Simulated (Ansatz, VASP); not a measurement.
## Two plane-wave programs on Ag3Cl

INCAR

```
SYSTEM = Ag3Cl
ALGO = Normal ; EDIFF = 1E-6
ENCUT = 520 ; GGA = PE
ISIF = 2 ; ISMEAR = 0
LASPH = .TRUE. ; LCHARG = .FALSE.
LREAL = .FALSE. ; LWAVE = .FALSE.
NBANDS = 28 ; NELM = 100
PREC = Accurate ; SIGMA = 0.1
```

The input KPOINTS:

```
k-points
0
G
  4 4 4
  0 0 0
```

The input POSCAR:

```
Ag3Cl
1.0
    4.3555592987      0.0000000000      0.0000000000
    0.0000000000      4.3555592987      0.0000000000
    0.0000000000      0.0000000000      4.3555592987
Ag Cl
3 1
Direct
    0.0000000000      0.5000000000      0.5000000000
    0.5000000000      0.0000000000      0.5000000000
    0.5000000000      0.5000000000      0.0000000000
    0.0000000000      0.0000000000      0.0000000000
```

Input for Ansatz:

```yaml
crystal:
  lattice:
    - [4.3555592987, 0.0, 0.0]
    - [0.0, 4.3555592987, 0.0]
    - [0.0, 0.0, 4.3555592987]
  atoms:
    - { symbol: Ag, position: [0.0, 0.5, 0.5] }
    - { symbol: Ag, position: [0.5, 0.0, 0.5] }
    - { symbol: Ag, position: [0.5, 0.5, 0.0] }
    - { symbol: Cl, position: [0.0, 0.0, 0.0] }
basis:
  ecutwfc: 420
kpoints:
  mp_grid: { grid: [4, 4, 4] }
hamiltonian:
  xc: pbe
scf:
  occupations: { method: gaussian, width: 0.1 }
  lower_state_search: "off"
output:
  forces: true
  stress: true
  eigenvalues: true
```

Alike in both runs: task single point; functional PBE; k mesh 4 × 4 × 4; occupations gaussian, width 0.1 eV; no spin polarisation.

```csv
,VASP,Ansatz
version,VASP 6.6.1,Ansatz 0.2.0
potentials or method,"VASP PAW PBE potentials, release 64 (Ag, Cl), cutoff 520 eV","scalar-relativistic, plane waves, PAW"
valence electrons in the cell,40,64
```

VASP gave:

```
gap on the k mesh at the Fermi level (eV) : none
pressure (GPa)                            : -3.5
```

Question: What did Ansatz give for the same quantities?

Answer: gap on the k mesh at the Fermi level (eV): none; pressure (GPa): -3.4.

A gap of «none» marks a metal or a gap that the smearing closes. The functional is the same, so the differences come from potentials, cutoffs and numerics. VASP's potentials hold 40 valence electrons a cell and Ansatz's 64, so a difference there can come from the potentials and not from the codes.

The k mesh is coarse, so the values compare programs but aren't converged.
